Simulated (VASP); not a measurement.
A run of VASP 6.6.1 is set up as follows.

File POSCAR:

```
NaF
1.0
    3.8680646418      0.0000000000      0.0000000000
   -1.9340323209      3.3498422433      0.0000000000
    0.0000000000      0.0000000000      4.5513806497
Na F
2 2
Direct
    0.3333333333      0.6666666667     -0.0625000000
    0.6666666667      0.3333333333      0.4375000000
    0.3333333333      0.6666666667      0.4375000000
    0.6666666667      0.3333333333      0.9375000000
```

Contents of INCAR.step1:

```
SYSTEM = NaF
ALGO     = Normal         ! electronic algorithm
EDIFF    = 1E-4           ! SCF threshold, eV
ENCUT    = 520            ! plane-wave cutoff, eV
GGA      = PE             ! functional
ISMEAR   = 0              ! smearing method
LASPH    = .TRUE.         ! aspherical terms in the spheres
LCHARG   = .FALSE.        ! write CHGCAR
LREAL    = .FALSE.        ! projectors in reciprocal space
LWAVE    = .TRUE.         ! write WAVECAR
NBANDS   = 22             ! bands
NELM     = 100            ! most SCF steps
PREC     = Accurate       ! precision mode
SIGMA    = 0.01           ! smearing width, eV
```

INCAR.step2

```
SYSTEM = NaF
ALGO     = Normal         ! electronic algorithm
EDIFF    = 1E-6           ! SCF threshold, eV
ENCUT    = 520            ! plane-wave cutoff, eV
ISIF     = 2              ! what is computed and relaxed
ISMEAR   = 0              ! smearing method
ISTART   = 1            
LASPH    = .TRUE.         ! aspherical terms in the spheres
LCHARG   = .FALSE.        ! write CHGCAR
LMIXTAU  = .TRUE.       
LREAL    = .FALSE.        ! projectors in reciprocal space
LWAVE    = .FALSE.        ! write WAVECAR
METAGGA  = R2SCAN         ! meta-GGA
NBANDS   = 22             ! bands
NELM     = 100            ! most SCF steps
PREC     = Accurate       ! precision mode
SIGMA    = 0.01           ! smearing width, eV
```

The input KPOINTS:

```
k-points
0
G
  12 12 6
  0 0 0
```

Potentials or basis: VASP PAW PBE potentials, release 64 (Na_pv, F).

Launch:

```sh
$ cat potpaw_PBE.64/Na_pv/POTCAR potpaw_PBE.64/F/POTCAR > POTCAR
$ cp INCAR.step1 INCAR
$ mpirun -np 1 vasp_std > vasp.out
$ cp INCAR.step2 INCAR
$ mpirun -np 1 vasp_std > vasp.out
```

Q: Estimate the pressure.

A: -0.5 GPa.

Q: What does it give for the band gap on the k mesh?

A: 6.35 eV.

Caveat: the structure was generated, so it needn't be the stable form of NaF; the PAW data sets were made with another functional, which shifts forces and pressure a little. A k mesh can miss the band edges.
